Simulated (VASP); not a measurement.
Set up this calculation in VASP 6.6.1, as the native input.

```
Task                   : single point
Functional             : PBE
Dispersion             : D3(BJ)
Potentials or basis    : VASP PAW PBE potentials, release 64 (S, W_sv)
Cutoff                 : 520 eV
k mesh                 : 6 × 6 × 1
Occupations            : gaussian, width 0.05 eV
Spin                   : collinear spin
Starting moments       : [0.5, 0.5, 0.5, 0.0, 0.0, 0.0, 0.0, 0.0, 0.0, 0.0, 0.0] μB
Dipole correction      : yes
Further INCAR settings : ALGO = Normal; EDIFF = 1e-06; NBANDS = 60
```

The structure of W3S8 lies in POSCAR:

```
W3S8
1.0
    6.3186513212      0.0000000057      0.0000000000
   -3.1593256656      5.4721125590      0.0000000000
    0.0000000000      0.0000000000     20.1521344966
S W
8 3
Direct
    0.3337714580      0.1662285420      0.4226451033
    0.3337714580      0.6675429160      0.4226451033
    0.8324570840      0.1662285420      0.4226451033
    0.8333333333      0.6666666667      0.4239176272
    0.3337723101      0.1662276899      0.5773546158
    0.3337723101      0.6675446202      0.5773546158
    0.8324553798      0.1662276899      0.5773546158
    0.8333333333      0.6666666667      0.5760817292
    0.1772435655      0.8386217827      0.4999995921
    0.6613782173      0.3227564345      0.4999995921
    0.6613782173      0.8386217827      0.4999995921
```

This cell differs from its parent crystal: atoms taken out, then relaxed in part.

One way to write it, as run:

INCAR

```
SYSTEM = W3S8
  PREC = Accurate
  ENCUT = 520
  EDIFF = 1E-6
  ISMEAR = 0
  SIGMA = 0.05
  LREAL = .False.
  LASPH = .True.
  NELM = 150
  ALGO = Normal
  ISIF = 2
  LWAVE = .False.
  LCHARG = .False.
  ISPIN = 2
  MAGMOM = 0.5 0.5 0.5 0 0 0 0 0 0 0 0
  LORBIT = 11
  LMAXMIX = 4
  LDIPOL = .True.
  IDIPOL = 3
  DIPOL = 0.5 0.5 0.500
  GGA = PE
  IVDW = 12
  NBANDS = 60
```

KPOINTS

```
regular mesh
0
Gamma
  6 6 1
  0 0 0
```

Potentials or basis: VASP PAW PBE potentials, release 64 (S, W_sv).

The run is started by

```bash
$ cat potpaw_PBE.64/S/POTCAR potpaw_PBE.64/W_sv/POTCAR > POTCAR
$ mpirun -np 1 vasp_std > vasp.out
```

It gave:

The largest force is 0.092 eV/Å and the net moment is 0.85 μB per cell. The site moments are S +0.09, +0.01 (each value once); W +0.04 μB and the valence electrons inside the program's atomic spheres are S 3.68, 3.71 (each value once); W 12.00. The dispersion energy per atom is -0.272 eV.

Caveat: the cell differs from its parent crystal (atoms taken out, then relaxed in part); a moment this small can come from the mesh or the smearing.

Run time: 25 min on 1 thread of Oxide Virtual Turin-like Processor (shared host), peak memory 1.1 GiB.
